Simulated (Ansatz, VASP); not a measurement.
# In in VASP and in Ansatz

```
In
1.0
     3.33548    0.00000    0.00000
    -1.66774    2.88861    0.00000
     0.00000    0.00000    5.50914
In
2
Cartesian
  1.6677 0.9629 4.1319
  0.0000 1.9257 1.3773
```

Alike in both runs: task relaxation of cell and atoms; functional RPBE; dispersion D3(BJ); k mesh 9 × 9 × 5; occupations fermi-dirac, width 0.05 eV; no spin polarisation.

|  | VASP | Ansatz |
| --- | --- | --- |
| version | VASP 6.6.1 | Ansatz 0.2.0 |
| potentials or method | VASP PAW PBE potentials, release 64 (In_d) | Ansatz PAW |
| plane-wave cutoff (eV) | 600 | 420 |
| valence electrons in the cell | 26 | 26 |

Ansatz gave:

```
gap on the k mesh at the Fermi level, each at its own relaxed structure (eV) : none
relaxed volume (Å³/atom)                                                     : 20.20
relaxed cell length with the largest relative difference (Å)                 : 3.061
```

Question: Which values does VASP return?

Answer: gap on the k mesh at the Fermi level, each at its own relaxed structure (eV): none; relaxed volume (Å³/atom): 20.21; relaxed cell length with the largest relative difference (Å): 3.061.

VASP's potentials were made for PBE, not for RPBE. A gap of «none» marks a metal or a gap that the smearing closes.

Noted on VASP's run: the volume moved by over 15 % at a fixed basis, so the end points are rough. Noted on Ansatz's run: the volume moved by over 15 % at a fixed basis, so the end points are rough; the plane-wave basis is chosen anew once the cell has moved, so the energies of steps on either side of that aren't comparable.
